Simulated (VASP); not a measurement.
# Ti in VASP: further runs

Ti is run at these levels: PBE; tasks: relaxation of cell and atoms, single point.

Program: VASP 6.6.1. These are calculated values, not measurements. Logs are shortened: lines on timing, memory, paths and dates and some standing lists are left out, and cuts for length are marked.

## Step 1: The cell of the first run

The structure is cubic, space group Fm-3m (No. 225). The conventional cell has a = 4.111 Å, b = 4.111 Å, c = 4.111 Å, α = 90.00°, β = 90.00°, γ = 90.00°. Within 3.8 Å of Ti (site symmetry m-3m) lie 12 Ti at 2.91 Å.

## Step 2: Relaxation of cell and atoms, PBE

The input, INCAR:

```
SYSTEM = Ti
PREC = Accurate ; ENCUT = 600
EDIFF = 1E-7 ; ISMEAR = 0
SIGMA = 0.1 ; LREAL = .False.
LASPH = .True. ; NELM = 100
ALGO = Normal ; ISIF = 3
LWAVE = .False. ; LCHARG = .False.
GGA = PE ; IBRION = 2
NSW = 100 ; EDIFFG = -0.01
```

The input, KPOINTS:

```
regular mesh
0
Gamma
  24 24 24
  0 0 0
```

The input, POSCAR:

```
Ti
1.0
    0.0000000000      2.0554533680      2.0554533680
    2.0554533680      0.0000000000      2.0554533680
    2.0554533680      2.0554533680      0.0000000000
Ti
1
Direct
    0.0000000000      0.0000000000      0.0000000000
```

Potentials or basis: VASP PAW PBE potentials, release 64 (Ti_sv).

Command:

```bash
cat potpaw_PBE.64/Ti_sv/POTCAR > POTCAR
mpirun -np 1 vasp_std > vasp.out
```

OUTCAR:

```text
SYSTEM = Ti
   PREC = Accurate
   ENCUT = 600
   EDIFF = 1E-7
   ISMEAR = 0
   LREAL = .False.
   LASPH = .True.
   NELM = 100
   ISIF = 3
   GGA = PE
   IBRION = 2
   NSW = 100
   EDIFFG = -0.01

 ion  position               nearest neighbor table
   1  0.000  0.000  0.000-

  LATTYP: Found a face centered cubic cell.
 ALAT       =     4.1109067360

  Lattice vectors:

 A1 = (   0.0000000000,   2.0554533680,   2.0554533680)
 A2 = (   2.0554533680,   0.0000000000,   2.0554533680)
 A3 = (   2.0554533680,   2.0554533680,   0.0000000000)

Analysis of symmetry for initial positions (statically):
=====================================================================
 Subroutine PRICEL returns:
 Original cell was already a primitive cell.

 Routine SETGRP: Setting up the symmetry group for a
 face centered cubic supercell.

 Subroutine GETGRP returns: Found 48 space group operations
 (whereof 48 operations were pure point group operations)
 out of a pool of 48 trial point group operations.

The static configuration has the point symmetry O_h .

Analysis of symmetry for dynamics (positions and initial velocities):
=====================================================================
 Subroutine PRICEL returns:
 Original cell was already a primitive cell.

 Routine SETGRP: Setting up the symmetry group for a
 face centered cubic supercell.

 Subroutine GETGRP returns: Found 48 space group operations
 (whereof 48 operations were pure point group operations)
 out of a pool of 48 trial point group operations.

The dynamic configuration has the point symmetry O_h .

 Subroutine INISYM returns: Found 48 space group operations
 (whereof 48 operations are pure point group operations),
 and found     1 'primitive' translations

----------------------------------------------------------------------------------------

                                     Primitive cell

  volume of cell :      17.3681

  direct lattice vectors                    reciprocal lattice vectors
     0.000000000  2.055453368  2.055453368    -0.243255336  0.243255336  0.243255336
     2.055453368  0.000000000  2.055453368     0.243255336 -0.243255336  0.243255336
     2.055453368  2.055453368  0.000000000     0.243255336  0.243255336 -0.243255336

  length of vectors
     2.906850030  2.906850030  2.906850030     0.421330601  0.421330601  0.421330601

  position of ions in fractional coordinates (direct lattice)
     0.000000000  0.000000000  0.000000000

  ion indices of the primitive-cell ions
   primitive index   ion index
                 1           1

----------------------------------------------------------------------------------------

 KPOINTS: regular mesh

Automatic generation of k-mesh.
 Grid dimensions read from file:
 generate k-points for:   24   24   24

 Generating k-lattice:

  Cartesian coordinates                     Fractional coordinates (reciprocal lattice)
    -0.010135639  0.010135639  0.010135639     0.041666667  0.000000000  0.000000000
     0.010135639 -0.010135639  0.010135639     0.000000000  0.041666667  0.000000000
     0.010135639  0.010135639 -0.010135639     0.000000000  0.000000000  0.041666667

  Length of vectors
     0.017555442  0.017555442  0.017555442

  Shift w.r.t. Gamma in fractional coordinates (k-lattice)
     0.000000000  0.000000000  0.000000000

 Subroutine IBZKPT returns following result:
 ===========================================

 Found    413 irreducible k-points:

 Following reciprocal coordinates:
            Coordinates               Weight
  0.000000  0.000000  0.000000      1.000000
  0.041667  0.000000  0.000000      8.000000
  0.083333  0.000000  0.000000      8.000000
  0.125000  0.000000  0.000000      8.000000
  0.166667  0.000000  0.000000      8.000000
  0.208333  0.000000  0.000000      8.000000
[... 16 lines left out ...]
  0.416667  0.041667  0.000000     24.000000
  0.458333  0.041667  0.000000     24.000000
 [... further k-points ...]
   k-points           NKPTS =    413   k-points in BZ     NKDIM =    413   number of bands    NBANDS=     10
   number of dos      NEDOS =    301   number of ions     NIONS =      1
   total plane-waves  NPLWV =  13824
   dimension x,y,z NGX =    24 NGY =   24 NGZ =   24
   dimension x,y,z NGXF=    48 NGYF=   48 NGZF=   48
   ions per type =               1
   NGX,Y,Z   is equivalent  to a cutoff of  13.73, 13.73, 13.73 a.u.
   NGXF,Y,Z  is equivalent  to a cutoff of  27.45, 27.45, 27.45 a.u.
 SYSTEM =  Ti
   PREC   = accura    normal or accurate (medium, high low for compatibility)
   ISTART =      0    job   : 0-new  1-cont  2-samecut
   ICHARG =      2    charge: 1-file 2-atom 10-const
   ISPIN  =      1    spin polarized calculation?
   LNONCOLLINEAR =      F non collinear calculations
   LSORBIT =      F    spin-orbit coupling
   LASPH  =      T    aspherical Exc in radial PAW
   ENCUT  =  600.0 eV  44.10 Ry    6.64 a.u.   5.81  5.81  5.81*2*pi/ulx,y,z
   NELM   =    100;   NELMIN=  2; NELMDL= -5     # of ELM steps
   EDIFF  = 0.1E-06   stopping-criterion for ELM
   LREAL  =      F    real-space projection
   EDIFFG = -.1E-01   stopping-criterion for IOM
   NSW    =    100    number of steps for IOM
   IBRION =      2    ionic relax: 0-MD 1-quasi-New 2-CG
   NFREE  =      1    steps in history (QN), initial steepest desc. (CG)
   ISIF   =      3    stress and relaxation
   ISYM   =      2    0-nonsym 1-usesym 2-fastsym
   POTIM  = 0.5000    time-step for ionic-motion
   TEBEG  =    0.0;   TEEND  =   0.0 temperature during run
   PSTRESS=    0.0 pullay stress
   NELECT =      12.0000    total number of electrons
   NUPDOWN=      -1.0000    fix difference up-down
   EMIN   =  10.00;   EMAX   =-10.00  energy-range for DOS
   EFERMI =   0.00;   METHOD = LEGACY
   ISMEAR =     0;   SIGMA  =   0.10  broadening in eV -4-tet -1-fermi 0-gaus
   EFERMI_NEDOS =   21; number of points for ismear=-14 and -15
   IALGO  =     38    algorithm
   IMIX   =      4    mixing-type and parameters
     AMIX     =   0.40;   BMIX     =  1.00
     AMIX_MAG =   1.60;   BMIX_MAG =  1.00
  volume/ion in A,a.u.               =      17.37       117.21
  Fermi-wavevector in a.u.,A,eV,Ry     =   1.447275  2.734953 28.498816  2.094604
  Thomas-Fermi vector in A             =   2.565248
   LORBIT       =      0    0 simple, 1 ext, 2 COOP (PROOUT), +10 PAW based schemes
   GGA     = PE    functional components
   LHFCALC =     F    Hartree Fock is set to
   AEXX    =    0.0000 exact exchange contribution
   IVDW    =     0    specifies the selected vdW correction
   LEPSILON=     F    determine dielectric tensor
   LRPA    =     F    only Hartree local field effects (RPA)
 conjugate gradient relaxation of ions
 non-spin polarized calculation
 Gauss-broadening in eV      SIGMA  =   0.10
  energy-cutoff  :      600.00
  volume of cell :       17.37
 maximum number of plane-waves:       604
   NGX = 11   NGY = 11   NGZ = 11

--------------------------------------- Ionic step        1  -------------------------------------------

 number of electron      12.0000002 magnetization

 Free energy of the ion-electron system (eV)
  ---------------------------------------------------
  ext. energy  EPLUGINS =         0.00000000
  ---------------------------------------------------
  free energy    TOTEN  =        -7.78189717 eV

  energy without entropy =       -7.77296257  energy(sigma->0) =       -7.77742987

------------------------ aborting loop because EDIFF is reached ----------------------------------------

  FORCE on cell =-STRESS in cart. coord.  units (eV):
  Direction    XX          YY          ZZ          XY          YZ          ZX
  --------------------------------------------------------------------------------------
  -------------------------------------------------------------------------------------
  Total       -0.0186742     -0.0186742     -0.0186742     -0.0000000      0.0000000      0.0000000
  in kB       -1.7226592     -1.7226592     -1.7226592     -0.0000000      0.0000000      0.0000000
  external PRESSURE =      -1.7226592 kB  Pullay stress =       0.0000000 kB
[... 55 lines left out ...]
  energy  without entropy=       -7.7729926262  energy(sigma->0) =       -7.77744855

--------------------------------------- Ionic step        3  -------------------------------------------

 number of electron      12.0000002 magnetization

 Free energy of the ion-electron system (eV)
  ---------------------------------------------------
  ext. energy  EPLUGINS =         0.00000000
  ---------------------------------------------------
  free energy    TOTEN  =        -7.78191183 eV

  energy without entropy =       -7.77299058  energy(sigma->0) =       -7.77745120

 E-fermi :   8.2361     XC(G=0): -11.5063

 val. band max:        8.2341629094   @ k =  -0.2917   0.3750   0.0833
 cond. band min:       8.2361817340   @ k =  -0.4583   0.1250   0.0417
 fundamental gap:      0.0020188247
 Fermi energy:         8.2360645654

 k-point     1 :       0.0000    0.0000    0.0000
  band No.  band energies     occupation
      1     -48.4720      2.00000
      2     -24.3298      2.00000
      3     -24.3298      2.00000
      4     -24.3298      2.00000
      5       2.1376      2.00000
      6       9.1119      0.00000
      7       9.1119      0.00000
      8       9.1119      0.00000
      9      10.7461      0.00000
     10      10.7461      0.00000
[... 287 lines left out ...]
 k-point    24 :       0.4583    0.0417    0.0000
  band No.  band energies     occupation
      1     -48.3520      2.00000
      2     -24.9774      2.00000
      3     -24.4187      2.00000
      4     -24.4182      2.00000
      5       5.6236      2.00000
      6       8.6154      0.00000
      7       9.0245      0.00000
      8       9.0660      0.00000
      9      11.7743      0.00000
     10      11.7875      0.00000

 [... further k-points ...]
[... 5 lines left out ...]
  --------------------------------------------------------------------------------------
  -------------------------------------------------------------------------------------
  Total        0.0037500      0.0037500      0.0037500     -0.0000000     -0.0000000      0.0000000
  in kB        0.3464808      0.3464808      0.3464808     -0.0000000     -0.0000000      0.0000000
  external PRESSURE =       0.3464808 kB  Pullay stress =       0.0000000 kB
[... 16 lines left out ...]
  FREE ENERGIE OF THE ION-ELECTRON SYSTEM (eV)
  ---------------------------------------------------
  free  energy   TOTEN  =        -7.7819118255 eV

  energy  without entropy=       -7.7729905784  energy(sigma->0) =       -7.77745120

 reached required accuracy - stopping structural energy minimisation
```

It took 88 s on 1 thread of Intel Xeon Platinum 8259CL at 2.50GHz (Skylake/Cascade Lake), shared host; peak memory 0.22 GiB.

What came out:

```
Free energy                            : -7.7819 eV
Relaxed volume                         : 17.34 Å³/atom
Relaxed cell                           : a = 2.905 Å, b = 2.905 Å, c = 2.905 Å, α = 60.00°, β = 60.00°, γ = 60.00°
Space group after relaxing (to 0.05 Å) : Fm-3m (No. 225)
Energy gained by relaxing              : 0.0 meV/atom
Ionic steps                            : 3
Pressure after relaxing                : 0.0 GPa
Band gap on the k mesh                 : zero (band 6 reaches 9.11 eV, above the bottom of band 7 at 7.85 eV)
```

Final structure:
```yaml
crystal:
  lattice:
    - [0.00000, 2.05437, 2.05437]
    - [2.05437, 0.00000, 2.05437]
    - [2.05437, 2.05437, 0.00000]
  atoms:
    - { symbol: Ti, position: [0.00000, 0.00000, 0.00000] }
```

Levels at points of the mesh, in eV from the Fermi level:
| k point | band 2 | band 3 | band 4 | band 5 | band 6 | band 7 | band 8 | band 9 | band 10 |
| --- | --- | --- | --- | --- | --- | --- | --- | --- | --- |
| (0.00, 0.00, 0.00) | -32.57 | -32.57 | -32.57 | -6.10 | 0.88 | 0.88 | 0.88 | 2.51 | 2.51 |
| (0.50, 0.00, 0.00) | -33.24 | -32.65 | -32.65 | -2.59 | 0.64 | 0.76 | 0.76 | 3.58 | 3.58 |
| (0.50, 0.50, 0.00) | -33.19 | -32.80 | -32.80 | -2.57 | -1.71 | 2.85 | 3.57 | 3.85 | 3.85 |

## Step 3: Single point, PBE

This run uses another cell than the first one: it holds 2 atoms, not 1.

The input, INCAR:

```
ALGO = Fast
EDIFF = 1E-6
ENCUT = 520
GGA = PE
ISIF = 2
ISMEAR = 0
LASPH = True
LCHARG = True
LELF = True
LREAL = False
LVHAR = True
LWAVE = False
NBANDS = 19
NELM = 100
PREC = Accurate
SIGMA = 0.1
```

The input, KPOINTS:

```
k-points
0
Gamma
  6 6 6
```

The input, POSCAR:

```
Ti
1.0
    1.4551668824      0.8401409913      4.7513021672
   -1.4551668824      0.8401409913      4.7513021672
    0.0000000000     -1.6802819826      4.7513021672
Ti
2
Direct
    0.2499989073      0.2499989073      0.2499989073
    0.7500010927      0.7500010927      0.7500010927
```

Potentials or basis: VASP PAW PBE potentials, release 64 (Ti_sv).

Command:

```bash
cat potpaw_PBE.64/Ti_sv/POTCAR > POTCAR
mpirun -np 1 vasp_std > vasp.out
```

It took 2.4 min on 1 thread of Intel Xeon Platinum 8488C (Sapphire Rapids), shared host; peak memory 0.23 GiB.

The run converged. Its results:

```
Free energy            : -15.5568 eV
Pressure               : -0.3 GPa
Band gap on the k mesh : zero (band 12 reaches 8.94 eV, above the bottom of band 13 at 8.01 eV)
```

Levels at points of the mesh, in eV from the Fermi level:
| k point | band 10 | band 11 | band 12 | band 13 | band 14 | band 15 |
| --- | --- | --- | --- | --- | --- | --- |
| (0.00, 0.00, 0.00) | -2.56 | 0.64 | 0.78 | 0.78 | 0.88 | 0.88 |
| (0.50, 0.00, 0.00) | -1.82 | -0.98 | -0.98 | 0.41 | 0.41 | 1.97 |
| (0.50, 0.50, 0.00) | -2.54 | -1.69 | 0.64 | 0.77 | 0.77 | 2.84 |
| (0.50, 0.50, 0.50) | -4.29 | 0.09 | 0.09 | 1.14 | 1.14 | 1.14 |

Caveat: the k points lie up to 0.42 Å⁻¹ apart.
